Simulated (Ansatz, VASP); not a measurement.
SiC in VASP and in Ansatz

```
Si C
1.0
     0.00000    2.18978    2.18978
     2.18978    0.00000    2.18978
     2.18978    2.18978    0.00000
Si C
1 1
Cartesian
  0.0000 0.0000 0.0000
  1.0949 1.0949 1.0949
```

Alike in both runs: functional PBE; k mesh 7 × 7 × 7; no spin polarisation.

Ansatz relaxed the structure, and its values are those at the end. VASP's run is a single point on that final structure, the one shown.

|  | VASP | Ansatz |
| --- | --- | --- |
| version | VASP 6.6.1 | Ansatz 0.2.0 |
| potentials or method | VASP PAW PBE potentials, release 64 (Si, C), cutoff 600 eV | plane waves, PAW |
| occupations | gaussian, width 0.01 eV | fixed |
| valence electrons in the cell | 8 | 8 |

VASP gave:

| Property | Result |
| --- | --- |
| pressure (GPa) | -0.1 |

**Question.** Estimate Ansatz's values.

**Answer.** Pressure (GPa): 0.0.
